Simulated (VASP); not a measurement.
# Mg3ZnS4 (I4/mmm) in VASP: density of states with PBE

Aim: the density of states of Mg3ZnS4 with PBE.

Everything below comes from runs of VASP 6.6.1. Logs are shortened: lines on timing, memory, paths and dates and some standing lists are left out, and cuts for length are marked.

### Step 1. The cell of the first run

Symmetry: I4/mmm, No. 139, tetragonal system. Conventional cell: a = 5.206 Å, b = 5.206 Å, c = 10.385 Å, α = 90.00°, β = 90.00°, γ = 90.00°. Mg (site symmetry -4m2) has 6 S at 2.60 Å within 3.4 Å. Within 3.4 Å of Mg (site symmetry 4/mmm) lie 6 S at 2.60 to 2.64 Å. Within 3.4 Å of Zn (site symmetry 4/mmm) lie 6 S at 2.55 to 2.60 Å. S (site symmetry mmm) has 4 Mg at 2.60 Å and 2 Zn at 2.60 Å within 3.4 Å. Within 3.4 Å of S (site symmetry 4mm) lie 1 Zn at 2.55 Å and 5 Mg at 2.60 to 2.64 Å.

### Step 2. Density of states, PBE

POSCAR

```
Mg3ZnS4
1.0
   -2.6032073063      2.6032073063      5.1927371682
    2.6032073063     -2.6032073063      5.1927371682
    2.6032073063      2.6032073063     -5.1927371682
Mg Zn S
3 1 4
Direct
    0.7500000000      0.2500000000      0.5000000000
    0.2500000000      0.7500000000      0.5000000000
    0.5000000000      0.5000000000      0.0000000000
    0.0000000000      0.0000000000      0.0000000000
    0.5000000000      0.0000000000      0.5000000000
    0.0000000000      0.5000000000      0.5000000000
    0.2456058986      0.2456058986      0.0000000000
    0.7543941014      0.7543941014      0.0000000000
```

INCAR.step1

```
SYSTEM = Mg3ZnS4
PREC = Accurate
ENCUT = 520
EDIFF = 1E-6
ISMEAR = 0
SIGMA = 0.02
LREAL = .FALSE.
LASPH = .TRUE.
NELM = 80
ALGO = Normal
ISIF = 2
LWAVE = .FALSE.
LCHARG = .TRUE.
GGA = PE
NBANDS = 31
```

KPOINTS.step1

```
Automatic mesh
0
G
  8 8 8
  0 0 0
```

INCAR.step2

```
SYSTEM = Mg3ZnS4
PREC = Accurate
ENCUT = 520
EDIFF = 1E-6
ISMEAR = -5
SIGMA = 0.02
LREAL = .FALSE.
LASPH = .TRUE.
NELM = 80
ALGO = Normal
ISIF = 2
LWAVE = .FALSE.
LCHARG = .FALSE.
GGA = PE
LORBIT = 11
NBANDS = 31
NEDOS = 2001
ICHARG = 11
```

KPOINTS.step2

```
Automatic mesh
0
G
  12 12 12
  0 0 0
```

Potentials or basis: VASP PAW PBE potentials, release 64 (Mg, Zn, S).

Launch:

```
$ cat potpaw_PBE.64/Mg/POTCAR potpaw_PBE.64/Zn/POTCAR potpaw_PBE.64/S/POTCAR > POTCAR
$ cp INCAR.step1 INCAR
$ cp KPOINTS.step1 KPOINTS
$ mpirun -np 1 vasp_std > vasp.out
$ cp INCAR.step2 INCAR
$ cp KPOINTS.step2 KPOINTS
$ mpirun -np 1 vasp_std > vasp.out
```

OUTCAR:

```text
SYSTEM = Mg3ZnS4
   PREC = Accurate
   ENCUT = 520
   EDIFF = 1E-6
   ISMEAR = -5
   LREAL = .FALSE.
   LASPH = .TRUE.
   NELM = 80
   ISIF = 2
   GGA = PE
   LORBIT = 11
   ICHARG = 11

 ion  position               nearest neighbor table
   1  0.750  0.250  0.500-   5 2.60   6 2.60   8 2.60   7 2.60   8 2.60   7 2.60
   2  0.250  0.750  0.500-   5 2.60   6 2.60   8 2.60   7 2.60   8 2.60   7 2.60
   3  0.500  0.500  0.000-   5 2.60   6 2.60   5 2.60   6 2.60   7 2.64   8 2.64
   4  0.000  0.000  0.000-   7 2.55   8 2.55   5 2.60   6 2.60   6 2.60   5 2.60
   5  0.500  0.000  0.500-   1 2.60   2 2.60   3 2.60   4 2.60   3 2.60   4 2.60
   6  0.000  0.500  0.500-   1 2.60   2 2.60   3 2.60   4 2.60   4 2.60   3 2.60
   7  0.246  0.246  0.000-   4 2.55   2 2.60   1 2.60   1 2.60   2 2.60   3 2.64
   8  0.754  0.754  0.000-   4 2.55   2 2.60   1 2.60   1 2.60   2 2.60   3 2.64

  LATTYP: Found a body centered tetragonal cell.
 ALAT       =     5.2064146126
 C/A-ratio  =     1.9947459258

  Lattice vectors:

 A1 = (  -2.6032073063,   2.6032073063,   5.1927371682)
 A2 = (   2.6032073063,  -2.6032073063,   5.1927371682)
 A3 = (   2.6032073063,   2.6032073063,  -5.1927371682)

Analysis of symmetry for initial positions (statically):
=====================================================================
 Subroutine PRICEL returns:
 Original cell was already a primitive cell.

 Routine SETGRP: Setting up the symmetry group for a
 body centered tetragonal supercell.

 Subroutine GETGRP returns: Found 16 space group operations
 (whereof 16 operations were pure point group operations)
 out of a pool of 16 trial point group operations.

The static configuration has the point symmetry D_4h.

Analysis of symmetry for dynamics (positions and initial velocities):
=====================================================================
 Subroutine PRICEL returns:
 Original cell was already a primitive cell.

 Routine SETGRP: Setting up the symmetry group for a
 body centered tetragonal supercell.

 Subroutine GETGRP returns: Found 16 space group operations
 (whereof 16 operations were pure point group operations)
 out of a pool of 16 trial point group operations.

The dynamic configuration has the point symmetry D_4h.

 Subroutine INISYM returns: Found 16 space group operations
 (whereof 16 operations are pure point group operations),
 and found     1 'primitive' translations

----------------------------------------------------------------------------------------

                                     Primitive cell

  volume of cell :     140.7582

  direct lattice vectors                    reciprocal lattice vectors
    -2.603207306  2.603207306  5.192737168     0.000000000  0.192070758  0.096288332
     2.603207306 -2.603207306  5.192737168     0.192070758  0.000000000  0.096288332
     2.603207306  2.603207306 -5.192737168     0.192070758  0.192070758  0.000000000

  length of vectors
     6.365366907  6.365366907  6.365366907     0.214854879  0.214854879  0.271629071

  position of ions in fractional coordinates (direct lattice)
     0.750000000  0.250000000  0.500000000
     0.250000000  0.750000000  0.500000000
     0.500000000  0.500000000  0.000000000
     0.000000000  0.000000000  0.000000000
     0.500000000  0.000000000  0.500000000
     0.000000000  0.500000000  0.500000000
     0.245605899  0.245605899  0.000000000
     0.754394101  0.754394101  0.000000000

  ion indices of the primitive-cell ions
   primitive index   ion index
                 1           1
                 2           2
                 3           3
                 4           4
                 5           5
                 6           6
                 7           7
                 8           8

----------------------------------------------------------------------------------------

 KPOINTS: Automatic mesh

Automatic generation of k-mesh.
 Grid dimensions read from file:
 generate k-points for:   12   12   12

 Generating k-lattice:

  Cartesian coordinates                     Fractional coordinates (reciprocal lattice)
     0.000000000  0.016005896  0.008024028     0.083333333  0.000000000  0.000000000
     0.016005896  0.000000000  0.008024028     0.000000000  0.083333333  0.000000000
     0.016005896  0.016005896  0.000000000     0.000000000  0.000000000  0.083333333

  Length of vectors
     0.017904573  0.017904573  0.022635756

  Shift w.r.t. Gamma in fractional coordinates (k-lattice)
     0.000000000  0.000000000  0.000000000

 TETIRR: Found   2206 inequivalent tetrahedra from    10368

 Subroutine IBZKPT returns following result:
 ===========================================

 Found    163 irreducible k-points:

 Following reciprocal coordinates:
            Coordinates               Weight
  0.000000  0.000000  0.000000      1.000000
  0.083333  0.000000 -0.000000      8.000000
  0.166667 -0.000000  0.000000      8.000000
  0.250000 -0.000000  0.000000      8.000000
  0.333333  0.000000 -0.000000      8.000000
  0.416667  0.000000  0.000000      8.000000
[... 16 lines left out ...]
  0.500000  0.166667  0.000000     16.000000
 -0.416667  0.166667 -0.000000     16.000000
 [... further k-points ...]
   k-points           NKPTS =    163   k-points in BZ     NKDIM =    163   number of bands    NBANDS=     31
   number of dos      NEDOS =   2001   number of ions     NIONS =      8
   total plane-waves  NPLWV = 110592
   dimension x,y,z NGX =    48 NGY =   48 NGZ =   48
   dimension x,y,z NGXF=    96 NGYF=   96 NGZF=   96
   ions per type =               3   1   4
   NGX,Y,Z   is equivalent  to a cutoff of  12.54, 12.54, 12.54 a.u.
   NGXF,Y,Z  is equivalent  to a cutoff of  25.07, 25.07, 25.07 a.u.
 SYSTEM =  Mg3ZnS4
   PREC   = accura    normal or accurate (medium, high low for compatibility)
   ISTART =      0    job   : 0-new  1-cont  2-samecut
   ICHARG =     11    charge: 1-file 2-atom 10-const
   ISPIN  =      1    spin polarized calculation?
   LNONCOLLINEAR =      F non collinear calculations
   LSORBIT =      F    spin-orbit coupling
   LASPH  =      T    aspherical Exc in radial PAW
   ENCUT  =  520.0 eV  38.22 Ry    6.18 a.u.  11.84 11.84 11.84*2*pi/ulx,y,z
   NELM   =     80;   NELMIN=  2; NELMDL=  0     # of ELM steps
   EDIFF  = 0.1E-05   stopping-criterion for ELM
   LREAL  =      F    real-space projection
   EDIFFG = 0.1E-04   stopping-criterion for IOM
   NSW    =      0    number of steps for IOM
   IBRION =     -1    ionic relax: 0-MD 1-quasi-New 2-CG
   NFREE  =      0    steps in history (QN), initial steepest desc. (CG)
   ISIF   =      2    stress and relaxation
   ISYM   =      2    0-nonsym 1-usesym 2-fastsym
   POTIM  = 0.5000    time-step for ionic-motion
   TEBEG  =    0.0;   TEEND  =   0.0 temperature during run
   PSTRESS=    0.0 pullay stress
   NELECT =      42.0000    total number of electrons
   NUPDOWN=      -1.0000    fix difference up-down
   EMIN   =  10.00;   EMAX   =-10.00  energy-range for DOS
   EFERMI =   0.00;   METHOD = LEGACY
   ISMEAR =    -5;   SIGMA  =   0.02  broadening in eV -4-tet -1-fermi 0-gaus
   EFERMI_NEDOS =   21; number of points for ismear=-14 and -15
   IALGO  =     38    algorithm
   IMIX   =      4    mixing-type and parameters
     AMIX     =   0.40;   BMIX     =  1.00
     AMIX_MAG =   1.60;   BMIX_MAG =  1.00
  volume/ion in A,a.u.               =      17.59       118.74
  Fermi-wavevector in a.u.,A,eV,Ry     =   1.093956  2.067278 16.282642  1.196740
  Thomas-Fermi vector in A             =   2.230252
   LORBIT       =     11    0 simple, 1 ext, 2 COOP (PROOUT), +10 PAW based schemes
   GGA     = PE    functional components
   LHFCALC =     F    Hartree Fock is set to
   AEXX    =    0.0000 exact exchange contribution
   IVDW    =     0    specifies the selected vdW correction
   LEPSILON=     F    determine dielectric tensor
   LRPA    =     F    only Hartree local field effects (RPA)
 non-spin polarized calculation
 Fermi weights with tetrahedron method with Bloechl corrections
  energy-cutoff  :      520.00
  volume of cell :      140.76
 maximum number of plane-waves:      3832

 number of electron      41.9999991 magnetization

 Free energy of the ion-electron system (eV)
  ---------------------------------------------------
  ext. energy  EPLUGINS =         0.00000000
  ---------------------------------------------------
  free energy    TOTEN  =       -31.67577570 eV

  energy without entropy =      -31.67577570  energy(sigma->0) =      -31.67577570

 E-fermi :   3.7296     XC(G=0):  -9.8937

 val. band max:        3.7282971434   @ k =   0.5000   0.5000   0.0000
 cond. band min:       4.6689200724   @ k =   0.5000   0.5000   0.5000
 fundamental gap:      0.9406229289
 Fermi energy:         3.7296105390

 k-point     1 :       0.0000    0.0000    0.0000
  band No.  band energies     occupation
      1      -9.2311      2.00000
      2      -7.5524      2.00000
      3      -7.5237      2.00000
      4      -7.4700      2.00000
      5      -2.2293      2.00000
      6      -2.2278      2.00000
[... 23 lines left out ...]
     30      11.5141      0.00000
     31      11.5511      0.00000

 k-point     2 :       0.0833    0.0000   -0.0000
  band No.  band energies     occupation
      1      -9.2020      2.00000
      2      -7.5572      2.00000
      3      -7.5375      2.00000
      4      -7.4872      2.00000
      5      -2.2386      2.00000
      6      -2.2292      2.00000
[... 23 lines left out ...]
     30      11.6468      0.00000
     31      11.6484      0.00000

 k-point     3 :       0.1667   -0.0000    0.0000
  band No.  band energies     occupation
      1      -9.1160      2.00000
      2      -7.5890      2.00000
      3      -7.5690      2.00000
      4      -7.5303      2.00000
      5      -2.2657      2.00000
      6      -2.2319      2.00000
[... 23 lines left out ...]
     30      11.4100      0.00000
     31      11.9099      0.00000

 k-point     4 :       0.2500   -0.0000    0.0000
  band No.  band energies     occupation
      1      -8.9772      2.00000
      2      -7.7016      2.00000
      3      -7.5873      2.00000
      4      -7.5696      2.00000
      5      -2.3120      2.00000
      6      -2.2461      2.00000
[... 23 lines left out ...]
     30      11.0752      0.00000
     31      11.7331      0.00000

 k-point     5 :       0.3333    0.0000   -0.0000
  band No.  band energies     occupation
      1      -8.7934      2.00000
      2      -7.8743      2.00000
      3      -7.6068      2.00000
      4      -7.5968      2.00000
      5      -2.3851      2.00000
      6      -2.2816      2.00000
[... 23 lines left out ...]
     30      10.8578      0.00000
     31      11.2590      0.00000
[... 542 lines left out ...]
     30      11.4405      0.00000
     31      11.4988      0.00000

 k-point    22 :       0.4167    0.1667    0.0000
  band No.  band energies     occupation
      1      -8.4064      2.00000
      2      -8.1175      2.00000
      3      -7.7312      2.00000
      4      -7.6188      2.00000
      5      -2.4506      2.00000
      6      -2.3092      2.00000
[... 23 lines left out ...]
     30      11.3405      0.00000
     31      11.3774      0.00000

 k-point    23 :       0.5000    0.1667    0.0000
  band No.  band energies     occupation
      1      -8.3624      2.00000
      2      -8.1648      2.00000
      3      -7.7323      2.00000
      4      -7.5981      2.00000
      5      -2.4701      2.00000
      6      -2.3141      2.00000
[... 23 lines left out ...]
     30      10.9918      0.00000
     31      11.3355      0.00000

 k-point    24 :      -0.4167    0.1667   -0.0000
  band No.  band energies     occupation
      1      -8.5762      2.00000
      2      -7.9636      2.00000
      3      -7.7167      2.00000
      4      -7.5732      2.00000
      5      -2.4444      2.00000
      6      -2.3078      2.00000
[... 23 lines left out ...]
     30      10.7716      0.00000
     31      11.3440      0.00000

 [... further k-points ...]

------------------------ aborting loop because EDIFF is reached ----------------------------------------

  FORCE on cell =-STRESS in cart. coord.  units (eV):
  Direction    XX          YY          ZZ          XY          YZ          ZX
  --------------------------------------------------------------------------------------
  -------------------------------------------------------------------------------------
  Total       -0.2015422     -0.2015422     -0.1771400      0.0000000      0.0000000     -0.0000000
  in kB       -2.2940492     -2.2940492     -2.0162918      0.0000000      0.0000000     -0.0000000
  external PRESSURE =      -2.2014634 kB  Pullay stress =       0.0000000 kB

 VOLUME and BASIS-vectors are now :
 -----------------------------------------------------------------------------
  energy-cutoff  :      520.00
  volume of cell :      140.76
      direct lattice vectors                 reciprocal lattice vectors
    -2.603207306  2.603207306  5.192737168     0.000000000  0.192070758  0.096288332
     2.603207306 -2.603207306  5.192737168     0.192070758  0.000000000  0.096288332
     2.603207306  2.603207306 -5.192737168     0.192070758  0.192070758  0.000000000

 POSITION                                       TOTAL-FORCE (eV/Angst)
 -----------------------------------------------------------------------------------
      0.00000      2.60321      2.59637        -0.000000     -0.000000      0.000000
      2.60321      0.00000      2.59637        -0.000000     -0.000000      0.000000
      0.00000      0.00000      5.19274        -0.000000     -0.000000      0.000000
      0.00000      0.00000      0.00000        -0.000000     -0.000000      0.000000
      0.00000      2.60321      0.00000        -0.000000     -0.000000      0.000000
      2.60321      0.00000      0.00000        -0.000000     -0.000000      0.000000
      0.00000      0.00000      2.55073         0.000000      0.000000      0.015887
      0.00000      0.00000      7.83474        -0.000000     -0.000000     -0.015887
 -----------------------------------------------------------------------------------
    total drift:                               -0.000000     -0.000000      0.000000

  FREE ENERGIE OF THE ION-ELECTRON SYSTEM (eV)
  ---------------------------------------------------
  free  energy   TOTEN  =       -31.6757757045 eV

  energy  without entropy=      -31.6757757045  energy(sigma->0) =      -31.67577570

 total charge

# of ion       s       p       d       tot
------------------------------------------
    1        0.137   0.127   0.039   0.304
    2        0.137   0.127   0.039   0.304
    3        0.137   0.124   0.038   0.298
    4        0.438   0.333   9.810  10.581
    5        1.322   2.461   0.000   3.783
    6        1.322   2.461   0.000   3.783
    7        1.318   2.480   0.000   3.798
    8        1.318   2.480   0.000   3.798
--------------------------------------------------
tot          6.128  10.593   9.927  26.648
```

It took 5.7 min on 1 thread of Intel Xeon 6975P-C (Granite Rapids), shared host; peak memory 0.77 GiB.

What came out:

| Property | Result |
| --- | --- |
| Valence electrons inside the program's atomic spheres | Mg 0.30; Zn 10.58; S 3.78, 3.80 |
